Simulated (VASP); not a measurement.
Here is a VASP 6.6.1 calculation.

The input INCAR:

```
PREC = Accurate ; ENCUT = 520
EDIFF = 1E-6 ; ISMEAR = 0
SIGMA = 0.01 ; LREAL = F
LASPH = T ; NELM = 100
ALGO = Normal ; ISIF = 2
LWAVE = F ; LCHARG = F
GGA = PE ; NBANDS = 22
```

Contents of KPOINTS:

```
Automatic mesh
0
Gamma
  6 6 4
```

File POSCAR:

```
NaI
1.0
    5.4164419187      0.0000000000      0.0000000000
   -2.7082209593      4.6907762997      0.0000000000
    0.0000000000      0.0000000000      6.4622147823
Na I
2 2
Direct
    0.3333333333      0.6666666667      0.2500000000
    0.6666666667      0.3333333333      0.7500000000
    0.6666666667      0.3333333333      0.2500000000
    0.3333333333      0.6666666667      0.7500000000
```

Potentials or basis: VASP PAW PBE potentials, release 64 (Na_pv, I).

Run with:

```console
$ cat potpaw_PBE.64/Na_pv/POTCAR potpaw_PBE.64/I/POTCAR > POTCAR
$ mpirun -np 1 vasp_std > vasp.out
```

What does it give for the band gap on the k mesh?

3.56 eV.

What does it give for the pressure?

0.4 GPa.

Caveat: spin-orbit coupling is left out, which moves the levels of the heavy elements. A k mesh can miss the band edges.
